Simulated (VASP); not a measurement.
# Si (Fd-3m) in VASP: notebook

Si is run at these levels: PBE; tasks: single point.

Everything below comes from runs of VASP 6.6.1. Logs are shortened: lines on timing, memory, paths and dates and some standing lists are left out, and cuts for length are marked.

### Step 1. The cell of the first run

It takes space group Fd-3m (No. 227, cubic). Conventional cell: a = 5.470 Å, b = 5.470 Å, c = 5.470 Å, α = 90.00°, β = 90.00°, γ = 90.00°. Within 3.1 Å of Si (site symmetry -43m) lie 4 Si at 2.37 Å.

### Step 2. Single point, PBE

INCAR

```
SYSTEM = Si
PREC = Accurate
ENCUT = 520
EDIFF = 1E-7
ISMEAR = 0
SIGMA = 0.05
LREAL = .FALSE.
LASPH = .TRUE.
NELM = 80
ALGO = Normal
ISIF = 2
LWAVE = .FALSE.
LCHARG = .FALSE.
GGA = PE
NBANDS = 11
```

KPOINTS

```
regular mesh
0
G
  8 8 8
  0 0 0
```

POSCAR

```
Si
1.0
    0.0000000000      2.7347606505      2.7347606505
    2.7347606505      0.0000000000      2.7347606505
    2.7347606505      2.7347606505      0.0000000000
Si
2
Direct
    0.5000000000      0.5000000000      0.5000000000
    0.7500000000      0.7500000000      0.7500000000
```

Potentials or basis: VASP PAW PBE potentials, release 64 (Si).

Launch:

```sh
> cat potpaw_PBE.64/Si/POTCAR > POTCAR
> mpirun -np 1 vasp_std > vasp.out
```

OUTCAR:

```text
SYSTEM = Si
   PREC = Accurate
   ENCUT = 520
   EDIFF = 1E-7
   ISMEAR = 0
   LREAL = .FALSE.
   LASPH = .TRUE.
   NELM = 80
   ISIF = 2
   GGA = PE

 ion  position               nearest neighbor table
   1  0.500  0.500  0.500-   2 2.37   2 2.37   2 2.37   2 2.37
   2  0.750  0.750  0.750-   1 2.37   1 2.37   1 2.37   1 2.37

  LATTYP: Found a face centered cubic cell.
 ALAT       =     5.4695213010

  Lattice vectors:

 A1 = (   0.0000000000,   2.7347606505,   2.7347606505)
 A2 = (   2.7347606505,   0.0000000000,   2.7347606505)
 A3 = (   2.7347606505,   2.7347606505,   0.0000000000)

Analysis of symmetry for initial positions (statically):
=====================================================================
 Subroutine PRICEL returns:
 Original cell was already a primitive cell.

 Routine SETGRP: Setting up the symmetry group for a
 face centered cubic supercell.

 Subroutine GETGRP returns: Found 48 space group operations
 (whereof 24 operations were pure point group operations)
 out of a pool of 48 trial point group operations.

The static configuration has the point symmetry T_d .
 The point group associated with its full space group is O_h .

Analysis of symmetry for dynamics (positions and initial velocities):
=====================================================================
 Subroutine PRICEL returns:
 Original cell was already a primitive cell.

 Routine SETGRP: Setting up the symmetry group for a
 face centered cubic supercell.

 Subroutine GETGRP returns: Found 48 space group operations
 (whereof 24 operations were pure point group operations)
 out of a pool of 48 trial point group operations.

The dynamic configuration has the point symmetry T_d .
 The point group associated with its full space group is O_h .

 Subroutine INISYM returns: Found 48 space group operations
 (whereof 24 operations are pure point group operations),
 and found     1 'primitive' translations

----------------------------------------------------------------------------------------

                                     Primitive cell

  volume of cell :      40.9061

  direct lattice vectors                    reciprocal lattice vectors
     0.000000000  2.734760651  2.734760651    -0.182831357  0.182831357  0.182831357
     2.734760651  0.000000000  2.734760651     0.182831357 -0.182831357  0.182831357
     2.734760651  2.734760651  0.000000000     0.182831357  0.182831357 -0.182831357

  length of vectors
     3.867535602  3.867535602  3.867535602     0.316673199  0.316673199  0.316673199

  position of ions in fractional coordinates (direct lattice)
     0.500000000  0.500000000  0.500000000
     0.750000000  0.750000000  0.750000000

  ion indices of the primitive-cell ions
   primitive index   ion index
                 1           1
                 2           2

----------------------------------------------------------------------------------------

 KPOINTS: regular mesh

Automatic generation of k-mesh.
 Grid dimensions read from file:
 generate k-points for:    8    8    8

 Generating k-lattice:

  Cartesian coordinates                     Fractional coordinates (reciprocal lattice)
    -0.022853920  0.022853920  0.022853920     0.125000000  0.000000000  0.000000000
     0.022853920 -0.022853920  0.022853920     0.000000000  0.125000000  0.000000000
     0.022853920  0.022853920 -0.022853920     0.000000000  0.000000000  0.125000000

  Length of vectors
     0.039584150  0.039584150  0.039584150

  Shift w.r.t. Gamma in fractional coordinates (k-lattice)
     0.000000000  0.000000000  0.000000000

 Subroutine IBZKPT returns following result:
 ===========================================

 Found     29 irreducible k-points:

 Following reciprocal coordinates:
            Coordinates               Weight
  0.000000  0.000000  0.000000      1.000000
  0.125000  0.000000  0.000000      8.000000
  0.250000  0.000000  0.000000      8.000000
  0.375000  0.000000  0.000000      8.000000
  0.500000  0.000000  0.000000      4.000000
  0.125000  0.125000  0.000000      6.000000
[... 16 lines left out ...]
  0.500000  0.250000  0.125000     48.000000
 -0.375000  0.250000  0.125000     24.000000
 [... further k-points ...]
   k-points           NKPTS =     29   k-points in BZ     NKDIM =     29   number of bands    NBANDS=     11
   number of dos      NEDOS =    301   number of ions     NIONS =      2
   total plane-waves  NPLWV =  27000
   dimension x,y,z NGX =    30 NGY =   30 NGZ =   30
   dimension x,y,z NGXF=    60 NGYF=   60 NGZF=   60
   ions per type =               2
   NGX,Y,Z   is equivalent  to a cutoff of  12.90, 12.90, 12.90 a.u.
   NGXF,Y,Z  is equivalent  to a cutoff of  25.79, 25.79, 25.79 a.u.
 SYSTEM =  Si
   PREC   = accura    normal or accurate (medium, high low for compatibility)
   ISTART =      0    job   : 0-new  1-cont  2-samecut
   ICHARG =      2    charge: 1-file 2-atom 10-const
   ISPIN  =      1    spin polarized calculation?
   LNONCOLLINEAR =      F non collinear calculations
   LSORBIT =      F    spin-orbit coupling
   LASPH  =      T    aspherical Exc in radial PAW
   ENCUT  =  520.0 eV  38.22 Ry    6.18 a.u.   7.19  7.19  7.19*2*pi/ulx,y,z
   NELM   =     80;   NELMIN=  2; NELMDL= -5     # of ELM steps
   EDIFF  = 0.1E-06   stopping-criterion for ELM
   LREAL  =      F    real-space projection
   EDIFFG = 0.1E-05   stopping-criterion for IOM
   NSW    =      0    number of steps for IOM
   IBRION =     -1    ionic relax: 0-MD 1-quasi-New 2-CG
   NFREE  =      0    steps in history (QN), initial steepest desc. (CG)
   ISIF   =      2    stress and relaxation
   ISYM   =      2    0-nonsym 1-usesym 2-fastsym
   POTIM  = 0.5000    time-step for ionic-motion
   TEBEG  =    0.0;   TEEND  =   0.0 temperature during run
   PSTRESS=    0.0 pullay stress
   NELECT =       8.0000    total number of electrons
   NUPDOWN=      -1.0000    fix difference up-down
   EMIN   =  10.00;   EMAX   =-10.00  energy-range for DOS
   EFERMI =   0.00;   METHOD = LEGACY
   ISMEAR =     0;   SIGMA  =   0.05  broadening in eV -4-tet -1-fermi 0-gaus
   EFERMI_NEDOS =   21; number of points for ismear=-14 and -15
   IALGO  =     38    algorithm
   IMIX   =      4    mixing-type and parameters
     AMIX     =   0.40;   BMIX     =  1.00
     AMIX_MAG =   1.60;   BMIX_MAG =  1.00
  volume/ion in A,a.u.               =      20.45       138.02
  Fermi-wavevector in a.u.,A,eV,Ry     =   0.950259  1.795730 12.285965  0.902993
  Thomas-Fermi vector in A             =   2.078619
   LORBIT       =      0    0 simple, 1 ext, 2 COOP (PROOUT), +10 PAW based schemes
   GGA     = PE    functional components
   LHFCALC =     F    Hartree Fock is set to
   AEXX    =    0.0000 exact exchange contribution
   IVDW    =     0    specifies the selected vdW correction
   LEPSILON=     F    determine dielectric tensor
   LRPA    =     F    only Hartree local field effects (RPA)
 non-spin polarized calculation
 Gauss-broadening in eV      SIGMA  =   0.05
  energy-cutoff  :      520.00
  volume of cell :       40.91
 maximum number of plane-waves:      1124
 NGX is ok and might be reduce to    30
   NGX = 15   NGY = 15   NGZ = 15

 number of electron       8.0000001 magnetization

 Free energy of the ion-electron system (eV)
  ---------------------------------------------------
  ext. energy  EPLUGINS =         0.00000000
  ---------------------------------------------------
  free energy    TOTEN  =       -10.84608627 eV

  energy without entropy =      -10.84608627  energy(sigma->0) =      -10.84608627

 E-fermi :   5.8976     XC(G=0):  -9.3246

 val. band max:        5.6132344791   @ k =   0.0000   0.0000   0.0000
 cond. band min:       6.2639649442   @ k =   0.3750   0.3750   0.0000
 fundamental gap:      0.6507304651
 Fermi energy:         5.8976209275

 k-point     1 :       0.0000    0.0000    0.0000
  band No.  band energies     occupation
      1      -6.1987      2.00000
      2       5.6132      2.00000
      3       5.6132      2.00000
      4       5.6132      2.00000
      5       8.1694      0.00000
      6       8.1694      0.00000
      7       8.1694      0.00000
      8       8.7423      0.00000
      9      13.3214      0.00000
     10      13.3214      0.00000
     11      13.4893      0.00000

 k-point     2 :       0.1250    0.0000    0.0000
  band No.  band energies     occupation
      1      -5.9984      2.00000
      2       4.0225      2.00000
      3       5.3309      2.00000
      4       5.3309      2.00000
      5       8.0548      0.00000
      6       8.5847      0.00000
      7       8.5847      0.00000
      8      10.1424      0.00000
      9      12.8487      0.00000
     10      12.8487      0.00000
     11      14.2647      0.00000

 k-point     3 :       0.2500    0.0000    0.0000
  band No.  band energies     occupation
      1      -5.4142      2.00000
      2       1.7276      2.00000
      3       4.8684      2.00000
      4       4.8684      2.00000
      5       7.5709      0.00000
      6       9.1025      0.00000
      7       9.1025      0.00000
      8      12.3610      0.00000
      9      12.7996      0.00000
     10      12.7996      0.00000
     11      14.5416      0.00000

 k-point     4 :       0.3750    0.0000    0.0000
  band No.  band energies     occupation
      1      -4.5400      2.00000
      2      -0.2560      2.00000
      3       4.5457      2.00000
      4       4.5457      2.00000
      5       7.2064      0.00000
      6       9.0658      0.00000
      7       9.0658      0.00000
      8      13.4497      0.00000
      9      14.1511      0.00000
     10      14.1511      0.00000
     11      15.1220      0.00000
[... 239 lines left out ...]
 k-point    22 :       0.3750    0.2500    0.1250
  band No.  band energies     occupation
      1      -4.8944      2.00000
      2       1.3454      2.00000
      3       2.9621      2.00000
      4       4.2135      2.00000
      5       8.0561      0.00000
      6       9.4387      0.00000
      7       9.8161      0.00000
      8      11.0528      0.00000
      9      13.3246      0.00000
     10      15.7159      0.00000
     11      16.5757      0.00000

 k-point    23 :       0.5000    0.2500    0.1250
  band No.  band energies     occupation
      1      -4.0252      2.00000
      2      -0.1736      2.00000
      3       2.3582      2.00000
      4       3.7263      2.00000
      5       8.4771      0.00000
      6       9.1424      0.00000
      7      10.5900      0.00000
      8      11.4904      0.00000
      9      14.5423      0.00000
     10      15.2381      0.00000
     11      17.5140      0.00000

 k-point    24 :      -0.3750    0.2500    0.1250
  band No.  band energies     occupation
      1      -3.3914      2.00000
      2      -1.0927      2.00000
      3       2.2268      2.00000
      4       3.5034      2.00000
      5       8.6360      0.00000
      6       8.7596      0.00000
      7      11.4588      0.00000
      8      12.6784      0.00000
      9      12.9187      0.00000
     10      16.1197      0.00000
     11      17.1639      0.00000

 [... further k-points ...]
[... 5 lines left out ...]
  --------------------------------------------------------------------------------------
  -------------------------------------------------------------------------------------
  Total       -0.0104061     -0.0104061     -0.0104061      0.0000000      0.0000000      0.0000000
  in kB       -0.4075781     -0.4075781     -0.4075781      0.0000000      0.0000000      0.0000000
  external PRESSURE =      -0.4075781 kB  Pullay stress =       0.0000000 kB

 VOLUME and BASIS-vectors are now :
 -----------------------------------------------------------------------------
  energy-cutoff  :      520.00
  volume of cell :       40.91
      direct lattice vectors                 reciprocal lattice vectors
     0.000000000  2.734760651  2.734760651    -0.182831357  0.182831357  0.182831357
     2.734760651  0.000000000  2.734760651     0.182831357 -0.182831357  0.182831357
     2.734760651  2.734760651  0.000000000     0.182831357  0.182831357 -0.182831357

 POSITION                                       TOTAL-FORCE (eV/Angst)
 -----------------------------------------------------------------------------------
      2.73476      2.73476      2.73476         0.000000      0.000000      0.000000
      4.10214      4.10214      4.10214        -0.000000     -0.000000     -0.000000
 -----------------------------------------------------------------------------------
    total drift:                                0.000000     -0.000000     -0.000000

  FREE ENERGIE OF THE ION-ELECTRON SYSTEM (eV)
  ---------------------------------------------------
  free  energy   TOTEN  =       -10.8460862736 eV

  energy  without entropy=      -10.8460862736  energy(sigma->0) =      -10.84608627
```

It took 6.3 s on 1 thread of Intel Xeon 6975P-C (Granite Rapids), shared host; peak memory 0.15 GiB.

What came out:

* Free energy: -10.8461 eV
* Pressure: 0.0 GPa
* Band gap on the k mesh: 0.65 eV, indirect (least direct gap 2.56 eV)

A k mesh can miss the band edges.

[end of part 1 of 2]
